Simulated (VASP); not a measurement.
## CoO: density of states with PBE

The system is CoO.

```
CELL_PARAMETERS angstrom
-1.50800 1.50800 2.10725
1.50800 -1.50800 2.10725
1.50800 1.50800 -2.10725
ATOMIC_POSITIONS crystal
Co 0.00000 0.00000 0.00000
O 0.50000 0.50000 0.00000
```

* Program: VASP 6.6.1
* Task: density of states
* Functional: PBE
* Potentials or basis: VASP PAW PBE potentials, release 64 (Co, O)
* Cutoff: 520 eV
* k mesh: 14 × 14 × 14
* Occupations: gaussian, width 0.05 eV
* Spin: collinear spin, ferromagnetic start
* Starting moments: [2.5, 0.33] μB
* Dipole correction: no
* k mesh for the DOS: 21 × 21 × 21
* Occupations for the DOS: tetrahedron
* Further INCAR settings: ALGO = Normal; EDIFF = 1e-06

```json
{
  "Net moment": "2.92 μB per cell",
  "Site moments": "Co +2.57; O +0.31 μB",
  "Valence electrons inside the program's atomic spheres": "Co 7.80; O 4.99"
}
```

Levels at points of the mesh, in eV from the Fermi level:
Spin up:
| k point | band 7 | band 8 | band 9 | band 10 | band 11 | band 12 |
| --- | --- | --- | --- | --- | --- | --- |
| (0.00, 0.00, 0.00) | -3.13 | -3.13 | -3.00 | 1.05 | 16.89 | 18.20 |
Spin down:
```
           k point  band 2  band 3  band 4  band 5  band 6  band 7  band 8  band 9  band 10  band 11
(0.00, 0.00, 0.00)   -2.61   -2.55   -2.55   -1.13   -1.13   -1.09    0.03    0.08     1.59    16.80
```

Wall time 120 s on 1 thread of Intel(R) Xeon(R) 6975P-C (Granite Rapids) (shared host), peak memory 0.4 GiB.

Caveat: a cell with one magnetic atom can't hold antiferromagnetic order, which such compounds often take; semilocal functionals often make such compounds metallic where correlation or magnetic order opens a gap, which also shifts bond lengths.
